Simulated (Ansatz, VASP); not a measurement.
CO2: VASP beside Ansatz

The input INCAR:

```
ALGO = Normal
EDIFF = 1E-6
ENCUT = 520
GGA = PE
ISIF = 2
ISMEAR = 0
LASPH = T
LCHARG = T
LELF = T
LREAL = F
LVHAR = T
LWAVE = F
NBANDS = 44
NELM = 100
PREC = Accurate
SIGMA = 0.05
```

File KPOINTS:

```
k-points
0
Gamma
  4 4 4
```

POSCAR

```
CO2
1.0
    5.7618239148      0.0000000000      0.0000000000
    0.0000000000      5.7618239148      0.0000000000
    0.0000000000      0.0000000000      5.6246925056
C O
4 8
Direct
    0.0000000000      0.0000000000      0.0000000000
    0.5000000000      0.0000000000      0.5000000000
    0.5000000000      0.5000000000      0.0000000000
    0.0000000000      0.5000000000      0.5000000000
    0.1114834447      0.1114834447      0.1114834447
    0.3885165553      0.8885165553      0.6114834447
    0.6114834447      0.3885165553      0.8885165553
    0.8885165553      0.6114834447      0.3885165553
    0.8885165553      0.8885165553      0.8885165553
    0.6114834447      0.1114834447      0.3885165553
    0.3885165553      0.6114834447      0.1114834447
    0.1114834447      0.3885165553      0.6114834447
```

Input for Ansatz:

```yaml
crystal:
  lattice:
    - [5.7618239148, 0.0, 0.0]
    - [0.0, 5.7618239148, 0.0]
    - [0.0, 0.0, 5.6246925056]
  atoms:
    - { symbol: C, position: [0.0, 0.0, 0.0] }
    - { symbol: C, position: [0.5, 0.0, 0.5] }
    - { symbol: C, position: [0.5, 0.5, 0.0] }
    - { symbol: C, position: [0.0, 0.5, 0.5] }
    - { symbol: O, position: [0.1114834447, 0.1114834447, 0.1114834447] }
    - { symbol: O, position: [0.3885165553, 0.8885165553, 0.6114834447] }
    - { symbol: O, position: [0.6114834447, 0.3885165553, 0.8885165553] }
    - { symbol: O, position: [0.8885165553, 0.6114834447, 0.3885165553] }
    - { symbol: O, position: [0.8885165553, 0.8885165553, 0.8885165553] }
    - { symbol: O, position: [0.6114834447, 0.1114834447, 0.3885165553] }
    - { symbol: O, position: [0.3885165553, 0.6114834447, 0.1114834447] }
    - { symbol: O, position: [0.1114834447, 0.3885165553, 0.6114834447] }
basis:
  ecutwfc: 520.0
kpoints:
  mp_grid: { grid: [4, 4, 4] }
hamiltonian:
  xc: pbe
scf:
  occupations: { method: gaussian, width: 0.05 }
output:
  forces: true
  stress: true
  eigenvalues: true
```

Alike in both runs: task single point; functional PBE; k mesh 4 × 4 × 4; occupations gaussian, width 0.05 eV; no spin polarisation.

```csv
,VASP,Ansatz
version,VASP 6.6.1,Ansatz 0.2.0
potentials or method,"VASP PAW PBE potentials, release 64 (C, O), cutoff 520 eV","scalar-relativistic, plane waves, PAW"
valence electrons in the cell,64,64
```

Ansatz gave:

```
gap on the k mesh at the Fermi level (eV)                     : 7.23
least direct gap on the mesh (eV)                             : 7.23
pressure (GPa)                                                : 21.7
traceless stress, the component that is largest in VASP (GPa) : -0.57
rms of the force components (eV/Å)                            : 3.948
```

Task: What did VASP give for the same quantities?

Result: gap on the k mesh at the Fermi level (eV): 7.22; least direct gap on the mesh (eV): 7.22; pressure (GPa): 24.0; traceless stress, the component that is largest in VASP (GPa): -0.65; rms of the force components (eV/Å): 4.436.

Atom by atom the forces differ by 0.488 eV/Å (rms over components).

Noted on VASP's run: the standard files for N, O and F lose accuracy on very short bonds.
